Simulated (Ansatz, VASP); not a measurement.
## BiTe: VASP beside Ansatz

```
Bi Te
1.0
     0.00000    3.23745    3.23745
     3.23745    0.00000    3.23745
     3.23745    3.23745    0.00000
Bi Te
1 1
Cartesian
  0.0000 0.0000 0.0000
  3.2374 3.2374 3.2374
```

Alike in both runs: functional r2SCAN; k mesh 9 × 9 × 9; occupations fermi-dirac, width 0.1 eV; no spin polarisation.

Ansatz relaxed the structure, and its values are those at the end. VASP's run is a single point on that final structure, the one shown.

```csv
,VASP,Ansatz
version,VASP 6.6.1,Ansatz 0.2.0
potentials or method,"VASP PAW PBE potentials, release 64 (Bi_d, Te), cutoff 520 eV",PAW plane waves
valence electrons in the cell,21,31
```

|  | VASP | Ansatz | Ansatz less VASP |
| --- | --- | --- | --- |
| pressure (GPa) | -0.1 | 0.0 | +0.06 |

VASP's potentials were made for PBE, not for r2SCAN. VASP's potentials hold 21 valence electrons a cell and Ansatz's 31, so a difference there can come from the potentials and not from the codes. Ansatz's warnings: stress scf threshold loose.

Neither program's run includes spin-orbit coupling.
